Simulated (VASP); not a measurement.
A run of VASP 6.6.1 is set up as follows.

INCAR

```
SYSTEM = Co
PREC     = Accurate       ! precision mode
ENCUT    = 520            ! plane-wave cutoff, eV
EDIFF    = 1E-6           ! SCF threshold, eV
ISMEAR   = -1             ! smearing method
SIGMA    = 0.1            ! smearing width, eV
LREAL    = .False.        ! projectors in reciprocal space
LASPH    = .True.         ! aspherical terms in the spheres
NELM     = 80             ! most SCF steps
ALGO     = Normal         ! electronic algorithm
ISIF     = 2              ! what is computed and relaxed
LWAVE    = .False.        ! write WAVECAR
LCHARG   = .True.         ! write CHGCAR
GGA      = PS             ! functional
LELF     = .True.         ! ELF
LVHAR    = .True.       
NBANDS   = 20             ! bands
```

KPOINTS

```
Automatic mesh
0
Gamma
  11 11 15
  0 0 0
```

File POSCAR:

```
Co
1.0
    4.0032990905      0.0000000000      0.0000000000
   -2.0016495453      3.4669587113      0.0000000000
    0.0000000000      0.0000000000      2.4520190382
Co
3
Direct
    0.0000000000      1.0000000000      0.0000000000
    0.3333333333      0.6666666667      0.5000000000
    0.6666666667      0.3333333333      0.5000000000
```

Potentials or basis: VASP PAW PBE potentials, release 64 (Co).

The run is started by

```sh
$ cat potpaw_PBE.64/Co/POTCAR > POTCAR
$ mpirun -np 1 vasp_std > vasp.out
```

(1) Predict the pressure.

(2) Predict the band gap on the k mesh.

Answers

(1) -23.6 GPa.

(2) zero (an odd number of electrons rules out a gap without spin polarisation).

Caveat: the cell stands under tension; the PAW data sets were made with another functional, which shifts forces and pressure a little; the run has no spin polarisation, though such a crystal can be magnetic.
